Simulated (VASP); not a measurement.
SbP3: single point with r2SCAN

Crystal: SbP3.

```
Sb P
1.0
     3.69617    2.13398    3.47143
    -3.69617    2.13398    3.47143
     0.00000   -4.26797    3.47143
Sb P
2 6
Direct
  0.26900 0.26900 0.26900
  0.73100 0.73100 0.73100
  0.79700 0.25200 0.79700
  0.79700 0.79700 0.25200
  0.25200 0.79700 0.79700
  0.20300 0.74800 0.20300
  0.74800 0.20300 0.20300
  0.20300 0.20300 0.74800
```

```
Program             : VASP 6.6.1
Task                : single point
Functional          : r2SCAN
Potentials or basis : VASP PAW PBE potentials, release 64 (Sb_d_GW, P)
Cutoff              : 550 eV
k mesh              : 6 × 6 × 6
Occupations         : fermi-dirac, width 0.1 eV
Spin                : no spin polarisation
```

```json
{
 "Pressure": "4.1 GPa",
 "Largest force": "0.789 eV/Å",
 "Band gap on the k mesh": "zero (bands 30 and 31 overlap by 0.28 eV)"
}
```

Forces on the atoms (eV/Å):
```
Sb   0.000  0.000 -0.789
Sb   0.000  0.000  0.789
P   -0.096  0.056 -0.439
P    0.000 -0.111 -0.439
P    0.096  0.056 -0.439
P    0.096 -0.056  0.439
P   -0.096 -0.056  0.439
P    0.000  0.111  0.439
```

Levels at points of the mesh, in eV from the Fermi level:
```csv
k point,band 28,band 29,band 30,band 31,band 32,band 33
"(0.00, 0.00, 0.00)",-3.00,-3.00,-2.75,0.23,0.54,0.54
"(0.50, 0.00, 0.00)",-2.57,-1.93,-0.61,0.89,0.90,1.29
"(0.50, 0.50, 0.00)",-2.47,-0.98,-0.59,0.43,0.70,1.22
"(0.50, 0.50, 0.50)",-1.30,-1.03,-0.69,-0.15,-0.15,-0.04
```

Wall time 10 min on 1 thread of AMD EPYC 9R14 (Zen 4), with other jobs on the host, peak memory 0.39 GiB.

Caveat: the cell stands under pressure; the PAW data sets were made with another functional, which shifts forces and pressure a little; spin-orbit coupling is left out, which moves the levels of the heavy elements.
